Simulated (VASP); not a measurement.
CdS, 2 atoms in the cell. Symmetry: I-4m2, No. 119, tetragonal system. Conventional cell: a = 4.137 Å, b = 4.137 Å, c = 5.918 Å, α = 90.00°, β = 90.00°, γ = 90.00°. Cd (site symmetry -4m2) has 4 S at 2.54 Å within 3.4 Å. Within 3.4 Å of S (site symmetry -4m2) lie 4 Cd at 2.54 Å.  This cell differs from its parent crystal: epitaxial xy strain -0.5%.

| Quantity | Value |
| --- | --- |
| Program | VASP 6.6.1 |
| Task | single point |
| Functional | PBE |
| Potentials or basis | VASP PAW PBE potentials, release 64 (Cd_sv_GW, S) |
| Cutoff | 630 eV |
| k mesh | 8 × 8 × 8 |
| Occupations | fermi-dirac, width 0.02 eV |
| Spin | no spin polarisation |
| Dipole correction | no |
| Further INCAR settings | ALGO = Normal; EDIFF = 1e-06; NBANDS = 20 |

Potentials or basis: VASP PAW PBE potentials, release 64 (Cd_sv_GW, S).

The run is started by

```sh
$ cat potpaw_PBE.64/Cd_sv_GW/POTCAR potpaw_PBE.64/S/POTCAR > POTCAR
$ mpirun -np 1 vasp_std > vasp.out
```

Hardware: 1 thread of Intel(R) Xeon(R) 6975P-C (Granite Rapids), on a shared host.

Question: How long does it take, and how much memory?

Answer: It took 45 s on 1 thread of Intel(R) Xeon(R) 6975P-C (Granite Rapids), with other jobs on the host, peak memory 0.26 GiB. Counts: scf iterations 13, k points 59.
